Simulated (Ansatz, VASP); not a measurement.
# Pt in VASP and in Ansatz

File INCAR:

```
PREC     = Accurate       # precision mode
ENCUT    = 520            # plane-wave cutoff, eV
EDIFF    = 1E-6           # SCF threshold, eV
ISMEAR   = 0              # smearing method
SIGMA    = 0.15           # smearing width, eV
LREAL    = F              # projectors in reciprocal space
LASPH    = T              # aspherical terms in the spheres
NELM     = 60             # most SCF steps
ALGO     = Fast           # electronic algorithm
ISIF     = 2              # what is computed and relaxed
LWAVE    = F              # write WAVECAR
LCHARG   = T              # write CHGCAR
LELF     = T              # ELF
LVHAR    = T            
NBANDS   = 11             # bands
```

File KPOINTS:

```
regular mesh
0
Gamma
  20 20 20
```

Contents of POSCAR:

```
Pt
1.0
    0.0000000000      1.9468328700      1.8446241443
    1.7326812543      0.0000000000      1.8446241443
    1.7326812543      1.9468328700      0.0000000000
Pt
1
Direct
    0.0000000000      0.0000000000      0.0000000000
```

Input for Ansatz:

```yaml
crystal:
  lattice:
    - [0.0, 1.94683287, 1.8446241443]
    - [1.7326812543, 0.0, 1.8446241443]
    - [1.7326812543, 1.94683287, 0.0]
  atoms:
    - { symbol: Pt, position: [0.0, 0.0, 0.0] }
basis:
  ecutwfc: 420
kpoints:
  mp_grid: { grid: [20, 20, 20] }
hamiltonian:
  xc: lda
scf:
  occupations: { method: gaussian, width: 0.15 }
output:
  forces: true
  stress: true
  eigenvalues: true
```

Change from the starting cell: normal strain along x -0.1100, normal strain along z -0.0525.

Alike in both runs: task single point; functional LDA; k mesh 20 × 20 × 20; occupations gaussian, width 0.15 eV; no spin polarisation.

|  | VASP | Ansatz |
| --- | --- | --- |
| version | VASP 6.6.1 | Ansatz 0.2.0 |
| potentials or method | VASP PAW LDA potentials, release 64 (Pt), cutoff 520 eV | scalar-relativistic, plane waves, PAW |
| valence electrons in the cell | 10 | 18 |

Ansatz gave:

- gap on the k mesh at the Fermi level (eV): none
- pressure (GPa): 83.7
- traceless stress, the component that is largest in VASP (GPa): -13.68

Which values does VASP return?

gap on the k mesh at the Fermi level (eV): none; pressure (GPa): 85.5; traceless stress, the component that is largest in VASP (GPa): -13.74.

LDA's correlation is that of Perdew and Zunger in VASP and of Perdew and Wang (1992) in Ansatz. A gap of «none» marks a metal or a gap that the smearing closes. Both programs put the cell under a high pressure, so it lies far from rest at this level. VASP's potentials hold 10 valence electrons a cell and Ansatz's 18, so a difference there can come from the potentials and not from the codes.

Spin-orbit coupling is off throughout. Noted on VASP's run: the cell as given lies far from equilibrium.
